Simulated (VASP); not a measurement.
The system is Pt.

```
Pt
1.0
     2.76067    0.00000    0.00000
    -1.38033    2.39081    0.00000
     0.00000    0.00000    4.79213
Pt
2
Cartesian
  1.3803 0.7969 3.5941
  0.0000 1.5939 1.1980
```

Base run:

* Program: VASP 6.6.1
* Functional: BLYP
* Potentials or basis: VASP PAW PBE potentials, release 64 (Pt)
* Cutoff: 520 eV
* k mesh: 11 × 11 × 6
* Occupations: methfessel-paxton, width 0.1 eV
* Spin: no spin polarisation

Its results: band gap on the k mesh zero (band 10 reaches 11.32 eV, above the bottom of band 11 at 10.13 eV); pressure 14.5 GPa.

Q: The run is repeated on the same cell with these changes: functional from BLYP to PBEsol; further incar settings from ALGO = Normal; EDIFF = 1e-07; NBANDS = 17 to ALGO = Normal; EDIFF = 1e-06; NBANDS = 17. What comes out?

A: Band gap on the k mesh zero (band 10 reaches 10.57 eV, above the bottom of band 11 at 9.40 eV); pressure -11.2 GPa.

Caveats: the PAW data sets were made with another functional, which shifts forces and pressure a little; spin-orbit coupling is left out, which moves the levels of the heavy elements.
